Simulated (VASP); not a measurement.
Wanted: the native input for a VASP 6.6.1 run.

| Item | Value |
| --- | --- |
| Task | single point |
| Functional | r2SCAN |
| Potentials or basis | VASP PAW PBE potentials, release 64 (Ti_sv, O) |
| Cutoff | 520 eV |
| k mesh | 10 × 10 × 10 |
| Occupations | gaussian, width 0.01 eV |
| Spin | no spin polarisation |
| Dipole correction | no |
| Further INCAR settings | ALGO = Normal; EDIFF = 1e-06; NBANDS = 19 |

TiO2:

```
CELL_PARAMETERS angstrom
0.00000 2.39683 2.26596
2.39683 0.00000 2.26596
2.39683 2.39683 0.00000
ATOMIC_POSITIONS crystal
Ti 0.00000 0.00000 0.00000
O 0.25000 0.25000 0.25000
O 0.75000 0.75000 0.75000
```

This cell differs from its parent crystal: uniaxial z strain -5.5%.

One way to write it, as run:

POSCAR

```
TiO2
1.0
    0.0000000000      2.3968272579      2.2659604896
    2.3968272579      0.0000000000      2.2659604896
    2.3968272579      2.3968272579      0.0000000000
Ti O
1 2
Direct
    0.0000000000      0.0000000000      0.0000000000
    0.2500000000      0.2500000000      0.2500000000
    0.7500000000      0.7500000000      0.7500000000
```

INCAR.step1

```
SYSTEM = TiO2
  PREC = Accurate
  ENCUT = 520
  ISMEAR = 0
  SIGMA = 0.01
  LREAL = .False.
  LASPH = .True.
  NELM = 60
  NBANDS = 19
  GGA = PE
  ALGO = Normal
  EDIFF = 1E-4
  LWAVE = .True.
  LCHARG = .False.
```

INCAR.step2

```
SYSTEM = TiO2
  PREC = Accurate
  ENCUT = 520
  EDIFF = 1E-6
  ISMEAR = 0
  SIGMA = 0.01
  LREAL = .False.
  LASPH = .True.
  NELM = 60
  ALGO = Normal
  ISIF = 2
  LWAVE = .False.
  LCHARG = .True.
  METAGGA = R2SCAN
  LMIXTAU = .True.
  LELF = .True.
  LVHAR = .True.
  NBANDS = 19
  ISTART = 1
```

KPOINTS

```
regular mesh
0
Gamma
  10 10 10
  0 0 0
```

Potentials or basis: VASP PAW PBE potentials, release 64 (Ti_sv, O).

Command:

```console
$ cat potpaw_PBE.64/Ti_sv/POTCAR potpaw_PBE.64/O/POTCAR > POTCAR
$ cp INCAR.step1 INCAR
$ mpirun -np 1 vasp_std > vasp.out
$ cp INCAR.step2 INCAR
$ mpirun -np 1 vasp_std > vasp.out
```

Results of the run:

```json
{"Pressure": "19.8 GPa", "Band gap on the k mesh": "0.93 eV, indirect (least direct gap 1.73 eV)"}
```

Caveat: the cell differs from its parent crystal (uniaxial z strain -5.5%); the PAW data sets were made with another functional, which shifts forces and pressure a little.

It took 120 s on 1 thread of Intel(R) Xeon(R) 6975P-C (Granite Rapids), on a shared host, peak memory 0.19 GiB.
